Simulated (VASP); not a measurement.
# GaAs (qrp) (F-43m) in VASP: single point with RPBE

Aim: the single point of GaAs (qrp) with RPBE.

Program: VASP 6.6.1. These are calculated values, not measurements. Logs are shortened: lines on timing, memory, paths and dates and some standing lists are left out, and cuts for length are marked.

**1. The cell of the first run**

Symmetry: F-43m, No. 216, cubic system. The conventional cell has a = 5.804 Å, b = 5.804 Å, c = 5.804 Å, α = 90.00°, β = 90.00°, γ = 90.00°. Within 3.3 Å of Ga (site symmetry -43m) lie 4 As at 2.51 Å. Within 3.3 Å of As (site symmetry -43m) lie 4 Ga at 2.51 Å.

**2. Single point, RPBE**

Input file INCAR:

```
PREC = Accurate ; ENCUT = 520
EDIFF = 1E-6 ; ISMEAR = 0
SIGMA = 0.01 ; LREAL = F
LASPH = T ; NELM = 60
ALGO = Normal ; ISIF = 2
LWAVE = F ; LCHARG = F
GGA = RP ; NBANDS = 16
```

Input file KPOINTS:

```
Automatic mesh
0
Gamma
  10 10 10
```

Input file POSCAR:

```
GaAs
1.0
    0.0000000000      2.9019151960      2.9019151960
    2.9019151960      0.0000000000      2.9019151960
    2.9019151960      2.9019151960      0.0000000000
Ga As
1 1
Direct
    0.0000000000      0.0000000000      0.0000000000
    0.7500000000      0.7500000000      0.7500000000
```

Potentials or basis: VASP PAW PBE potentials, release 64 (Ga_d, As).

Command:

```sh
cat potpaw_PBE.64/Ga_d/POTCAR potpaw_PBE.64/As/POTCAR > POTCAR
mpirun -np 1 vasp_std > vasp.out
```

OUTCAR:

```text
PREC = Accurate
   ENCUT = 520
   EDIFF = 1E-6
   ISMEAR = 0
   LREAL = F
   LASPH = T
   NELM = 60
   ISIF = 2
   GGA = RP

 ion  position               nearest neighbor table
   1  0.000  0.000  0.000-   2 2.51   2 2.51   2 2.51   2 2.51
   2  0.750  0.750  0.750-   1 2.51   1 2.51   1 2.51   1 2.51

  LATTYP: Found a face centered cubic cell.
 ALAT       =     5.8038303920

  Lattice vectors:

 A1 = (   0.0000000000,   2.9019151960,   2.9019151960)
 A2 = (   2.9019151960,   0.0000000000,   2.9019151960)
 A3 = (   2.9019151960,   2.9019151960,   0.0000000000)

Analysis of symmetry for initial positions (statically):
=====================================================================
 Subroutine PRICEL returns:
 Original cell was already a primitive cell.

 Routine SETGRP: Setting up the symmetry group for a
 face centered cubic supercell.

 Subroutine GETGRP returns: Found 24 space group operations
 (whereof 24 operations were pure point group operations)
 out of a pool of 48 trial point group operations.

The static configuration has the point symmetry T_d .

Analysis of symmetry for dynamics (positions and initial velocities):
=====================================================================
 Subroutine PRICEL returns:
 Original cell was already a primitive cell.

 Routine SETGRP: Setting up the symmetry group for a
 face centered cubic supercell.

 Subroutine GETGRP returns: Found 24 space group operations
 (whereof 24 operations were pure point group operations)
 out of a pool of 48 trial point group operations.

The dynamic configuration has the point symmetry T_d .

 Subroutine INISYM returns: Found 24 space group operations
 (whereof 24 operations are pure point group operations),
 and found     1 'primitive' translations

----------------------------------------------------------------------------------------

                                     Primitive cell

  volume of cell :      48.8747

  direct lattice vectors                    reciprocal lattice vectors
     0.000000000  2.901915196  2.901915196    -0.172300004  0.172300004  0.172300004
     2.901915196  0.000000000  2.901915196     0.172300004 -0.172300004  0.172300004
     2.901915196  2.901915196  0.000000000     0.172300004  0.172300004 -0.172300004

  length of vectors
     4.103927827  4.103927827  4.103927827     0.298432361  0.298432361  0.298432361

  position of ions in fractional coordinates (direct lattice)
     0.000000000  0.000000000  0.000000000
     0.750000000  0.750000000  0.750000000

  ion indices of the primitive-cell ions
   primitive index   ion index
                 1           1
                 2           2

----------------------------------------------------------------------------------------

 KPOINTS: Automatic mesh

Automatic generation of k-mesh.
 Grid dimensions read from file:
 generate k-points for:   10   10   10

 Generating k-lattice:

  Cartesian coordinates                     Fractional coordinates (reciprocal lattice)
    -0.017230000  0.017230000  0.017230000     0.100000000  0.000000000  0.000000000
     0.017230000 -0.017230000  0.017230000     0.000000000  0.100000000  0.000000000
     0.017230000  0.017230000 -0.017230000     0.000000000  0.000000000  0.100000000

  Length of vectors
     0.029843236  0.029843236  0.029843236

  Shift w.r.t. Gamma in fractional coordinates (k-lattice)
     0.000000000  0.000000000  0.000000000

 Subroutine IBZKPT returns following result:
 ===========================================

 Found     47 irreducible k-points:

 Following reciprocal coordinates:
            Coordinates               Weight
  0.000000  0.000000  0.000000      1.000000
  0.100000  0.000000  0.000000      8.000000
  0.200000  0.000000  0.000000      8.000000
  0.300000  0.000000  0.000000      8.000000
  0.400000  0.000000  0.000000      8.000000
  0.500000  0.000000  0.000000      4.000000
[... 16 lines left out ...]
  0.300000  0.300000  0.000000      6.000000
  0.400000  0.300000  0.000000     24.000000
 [... further k-points ...]
   k-points           NKPTS =     47   k-points in BZ     NKDIM =     47   number of bands    NBANDS=     16
   number of dos      NEDOS =    301   number of ions     NIONS =      2
   total plane-waves  NPLWV =  32768
   dimension x,y,z NGX =    32 NGY =   32 NGZ =   32
   dimension x,y,z NGXF=    64 NGYF=   64 NGZF=   64
   ions per type =               1   1
   NGX,Y,Z   is equivalent  to a cutoff of  12.96, 12.96, 12.96 a.u.
   NGXF,Y,Z  is equivalent  to a cutoff of  25.93, 25.93, 25.93 a.u.
 SYSTEM =  unknown system
   PREC   = accura    normal or accurate (medium, high low for compatibility)
   ISTART =      0    job   : 0-new  1-cont  2-samecut
   ICHARG =      2    charge: 1-file 2-atom 10-const
   ISPIN  =      1    spin polarized calculation?
   LNONCOLLINEAR =      F non collinear calculations
   LSORBIT =      F    spin-orbit coupling
   LASPH  =      T    aspherical Exc in radial PAW
   ENCUT  =  520.0 eV  38.22 Ry    6.18 a.u.   7.63  7.63  7.63*2*pi/ulx,y,z
   NELM   =     60;   NELMIN=  2; NELMDL= -5     # of ELM steps
   EDIFF  = 0.1E-05   stopping-criterion for ELM
   LREAL  =      F    real-space projection
   EDIFFG = 0.1E-04   stopping-criterion for IOM
   NSW    =      0    number of steps for IOM
   IBRION =     -1    ionic relax: 0-MD 1-quasi-New 2-CG
   NFREE  =      0    steps in history (QN), initial steepest desc. (CG)
   ISIF   =      2    stress and relaxation
   ISYM   =      2    0-nonsym 1-usesym 2-fastsym
   POTIM  = 0.5000    time-step for ionic-motion
   TEBEG  =    0.0;   TEEND  =   0.0 temperature during run
   PSTRESS=    0.0 pullay stress
   NELECT =      18.0000    total number of electrons
   NUPDOWN=      -1.0000    fix difference up-down
   EMIN   =  10.00;   EMAX   =-10.00  energy-range for DOS
   EFERMI =   0.00;   METHOD = LEGACY
   ISMEAR =     0;   SIGMA  =   0.01  broadening in eV -4-tet -1-fermi 0-gaus
   EFERMI_NEDOS =   21; number of points for ismear=-14 and -15
   IALGO  =     38    algorithm
   IMIX   =      4    mixing-type and parameters
     AMIX     =   0.40;   BMIX     =  1.00
     AMIX_MAG =   1.60;   BMIX_MAG =  1.00
  volume/ion in A,a.u.               =      24.44       164.91
  Fermi-wavevector in a.u.,A,eV,Ry     =   1.173467  2.217531 18.735566  1.377025
  Thomas-Fermi vector in A             =   2.309880
   LORBIT       =      0    0 simple, 1 ext, 2 COOP (PROOUT), +10 PAW based schemes
   GGA     = RP    functional components
   LHFCALC =     F    Hartree Fock is set to
   AEXX    =    0.0000 exact exchange contribution
   IVDW    =     0    specifies the selected vdW correction
   LEPSILON=     F    determine dielectric tensor
   LRPA    =     F    only Hartree local field effects (RPA)
 non-spin polarized calculation
 Gauss-broadening in eV      SIGMA  =   0.01
  energy-cutoff  :      520.00
  volume of cell :       48.87
 maximum number of plane-waves:      1363
   NGX = 15   NGY = 15   NGZ = 15

 number of electron      17.9999988 magnetization

 Free energy of the ion-electron system (eV)
  ---------------------------------------------------
  ext. energy  EPLUGINS =         0.00000000
  ---------------------------------------------------
  free energy    TOTEN  =        -7.60035451 eV

  energy without entropy =       -7.60035451  energy(sigma->0) =       -7.60035451

 E-fermi :   3.3660     XC(G=0):  -9.0568

 val. band max:        3.3313253162   @ k =   0.0000   0.0000   0.0000
 cond. band min:       3.3992023922   @ k =   0.0000   0.0000   0.0000
 fundamental gap:      0.0678770761
 Fermi energy:         3.3660231447

 k-point     1 :       0.0000    0.0000    0.0000
  band No.  band energies     occupation
      1     -11.3527      2.00000
      2     -11.3527      2.00000
      3     -11.3527      2.00000
      4     -11.2913      2.00000
      5     -11.2913      2.00000
      6      -8.8180      2.00000
[... 8 lines left out ...]
     15      13.2371      0.00000
     16      13.2371      0.00000

 k-point     2 :       0.1000    0.0000    0.0000
  band No.  band energies     occupation
      1     -11.3586      2.00000
      2     -11.3509      2.00000
      3     -11.3509      2.00000
      4     -11.2913      2.00000
      5     -11.2913      2.00000
      6      -8.7138      2.00000
[... 8 lines left out ...]
     15      12.6670      0.00000
     16      12.6670      0.00000

 k-point     3 :       0.2000    0.0000    0.0000
  band No.  band energies     occupation
      1     -11.3733      2.00000
      2     -11.3466      2.00000
      3     -11.3466      2.00000
      4     -11.2912      2.00000
      5     -11.2912      2.00000
      6      -8.4152      2.00000
[... 8 lines left out ...]
     15      12.2186      0.00000
     16      12.3669      0.00000

 k-point     4 :       0.3000    0.0000    0.0000
  band No.  band energies     occupation
      1     -11.3905      2.00000
      2     -11.3419      2.00000
      3     -11.3419      2.00000
      4     -11.2904      2.00000
      5     -11.2904      2.00000
      6      -7.9719      2.00000
[... 8 lines left out ...]
     15      12.5456      0.00000
     16      12.5456      0.00000
[... 324 lines left out ...]
 k-point    22 :      -0.2000    0.2000    0.0000
  band No.  band energies     occupation
      1     -11.3960      2.00000
      2     -11.3394      2.00000
      3     -11.3378      2.00000
      4     -11.2933      2.00000
      5     -11.2895      2.00000
      6      -7.8176      2.00000
[... 8 lines left out ...]
     15      13.7041      0.00000
     16      14.3284      0.00000

 k-point    23 :       0.3000    0.3000    0.0000
  band No.  band energies     occupation
      1     -11.4103      2.00000
      2     -11.3288      2.00000
      3     -11.3288      2.00000
      4     -11.3023      2.00000
      5     -11.2848      2.00000
      6      -7.6715      2.00000
[... 8 lines left out ...]
     15      14.6140      0.00000
     16      15.4458      0.00000

 k-point    24 :       0.4000    0.3000    0.0000
  band No.  band energies     occupation
      1     -11.4197      2.00000
      2     -11.3253      2.00000
      3     -11.3243      2.00000
      4     -11.3036      2.00000
      5     -11.2839      2.00000
      6      -7.2919      2.00000
[... 8 lines left out ...]
     15      15.2597      0.00000
     16      15.7544      0.00000

 [... further k-points ...]

------------------------ aborting loop because EDIFF is reached ----------------------------------------

  FORCE on cell =-STRESS in cart. coord.  units (eV):
  Direction    XX          YY          ZZ          XY          YZ          ZX
  --------------------------------------------------------------------------------------
  -------------------------------------------------------------------------------------
  Total        0.0393432      0.0393432      0.0393432      0.0000000      0.0000000      0.0000000
  in kB        1.2897212      1.2897212      1.2897212      0.0000000      0.0000000      0.0000000
  external PRESSURE =       1.2897212 kB  Pullay stress =       0.0000000 kB

 VOLUME and BASIS-vectors are now :
 -----------------------------------------------------------------------------
  energy-cutoff  :      520.00
  volume of cell :       48.87
      direct lattice vectors                 reciprocal lattice vectors
     0.000000000  2.901915196  2.901915196    -0.172300004  0.172300004  0.172300004
     2.901915196  0.000000000  2.901915196     0.172300004 -0.172300004  0.172300004
     2.901915196  2.901915196  0.000000000     0.172300004  0.172300004 -0.172300004

 POSITION                                       TOTAL-FORCE (eV/Angst)
 -----------------------------------------------------------------------------------
      0.00000      0.00000      0.00000        -0.000000     -0.000000     -0.000000
      4.35287      4.35287      4.35287         0.000000      0.000000      0.000000
 -----------------------------------------------------------------------------------
    total drift:                               -0.000002     -0.000002     -0.000002

  FREE ENERGIE OF THE ION-ELECTRON SYSTEM (eV)
  ---------------------------------------------------
  free  energy   TOTEN  =        -7.6003545150 eV

  energy  without entropy=       -7.6003545148  energy(sigma->0) =       -7.60035451
```

It took 23 s on 1 thread of Intel Xeon Platinum 8375C at 2.90GHz (Ice Lake), shared host; peak memory 0.19 GiB.

What came out:

```
Free energy            : -7.6004 eV
Pressure               : 0.1 GPa
Band gap on the k mesh : 0.07 eV, direct
```

Caveat: the PAW data sets were made with another functional, which shifts forces and pressure a little.
